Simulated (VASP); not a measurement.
Crystal: Al2Cu.

```
Al Cu
1.0
    -1.45243    1.45243    5.06073
     1.45243   -1.45243    5.06073
     1.45243    1.45243   -5.06073
Al Cu
2 1
Direct
  0.66573 0.66573 0.00000
  0.33427 0.33427 0.00000
  0.00000 0.00000 0.00000
```

The cell was built from a structure type or drawn by symmetry, and may not be a known phase.

| Quantity | Value |
| --- | --- |
| Program | VASP 6.6.1 |
| Task | relaxation of cell and atoms |
| Functional | PBE |
| Potentials or basis | VASP PAW PBE potentials, release 64 (Al, Cu) |
| Cutoff | 600 eV |
| k mesh | 9 × 9 × 9 |
| Occupations | gaussian, width 0.2 eV |
| Spin | no spin polarisation |

At the start: pressure 3.5 GPa; volume 14.23 Å³/atom.

Where does the relaxation end?

Over 9 steps the energy falls by 109.1 meV/atom and the volume is 14.73 Å³/atom (+3.5 %); space group I4/mmm (No. 139, to 0.1 Å) before and after.

Step by step:
| step | energy change (eV) | largest force (eV/Å) | pressure (GPa) | volume (Å³) |
| --- | --- | --- | --- | --- |
| 1 | 0.0000 | 1.2082 | 3.54 | 42.70 |
| 2 | -0.1371 | 0.6312 | -1.12 | 44.67 |
| 3 | -0.1702 | 0.1966 | -4.84 | 46.70 |
| 4 | -0.2429 | 0.3196 | -1.73 | 45.38 |
| 5 | -0.2456 | 0.4144 | -1.33 | 45.10 |
| 6 | -0.2801 | 0.3318 | -0.05 | 44.37 |
| 7 | -0.3009 | 0.0280 | 4.74 | 42.16 |
| 8 | -0.3110 | 0.1463 | 2.45 | 42.99 |
| 9 | -0.3272 | 0.0535 | 0.21 | 44.18 |

Final structure:
```xyz
3
Lattice="-1.3885 1.3885 5.7293 1.3885 -1.3885 5.7293 1.3885 1.3885 -5.7293" Properties=species:S:1:pos:R:3 pbc="T T T"
Al    0.0000    0.0000    7.5185
Al    0.0000    0.0000    3.9402
Cu    0.0000    0.0000    0.0000
```

Caveat: the relaxation stopped at a loose force limit of 0.08 eV/Å, so its end isn't a converged minimum.
